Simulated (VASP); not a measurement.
Here is a VASP 6.6.1 calculation.

Contents of INCAR:

```
  PREC = Accurate
  ENCUT = 520
  EDIFF = 1E-6
  ISMEAR = 1
  SIGMA = 0.2
  LREAL = False
  LASPH = True
  NELM = 150
  ALGO = Normal
  ISIF = 2
  LWAVE = False
  LCHARG = False
  ISPIN = 2
  MAGMOM = 2 2
  LORBIT = 11
  LMAXMIX = 4
  LDAU = True
  LDAUTYPE = 2
  LDAUL = 2
  LDAUU = 4
  LDAUJ = 0
  LDAUPRINT = 1
  NBANDS = 24
```

The input KPOINTS:

```
Automatic mesh
0
Gamma
  12 12 6
```

Contents of POSCAR:

```
V
1.0
    2.6042941027      0.0000000000      0.0000000000
   -1.3021470513      2.2553848518      0.0000000000
    0.0000000000      0.0000000000      4.7233360000
V
2
Direct
    0.3333333333      0.6666666667      0.2500000000
    0.6666666667      0.3333333333      0.7500000000
```

Potentials or basis: VASP PAW LDA potentials, release 64 (V_sv).

Command:

```sh
$ cat potpaw_LDA.64/V_sv/POTCAR > POTCAR
$ mpirun -np 1 vasp_std > vasp.out
```

**Question.** What does it give for the net moment?

**Answer.** 1.74 μB per cell.

**Question.** Estimate the site moments.

**Answer.** V +0.78 μB.

**Question.** What does it give for the pressure?

**Answer.** 2.0 GPa.

Stress tensor (GPa, compression positive):
```
 3.20  0.00  0.00
 0.00  3.20  0.00
 0.00  0.00 -0.38
```

Caveat: the U is typed as a test and isn't derived for this compound. The state reached can hang on the start; a lower one may exist.
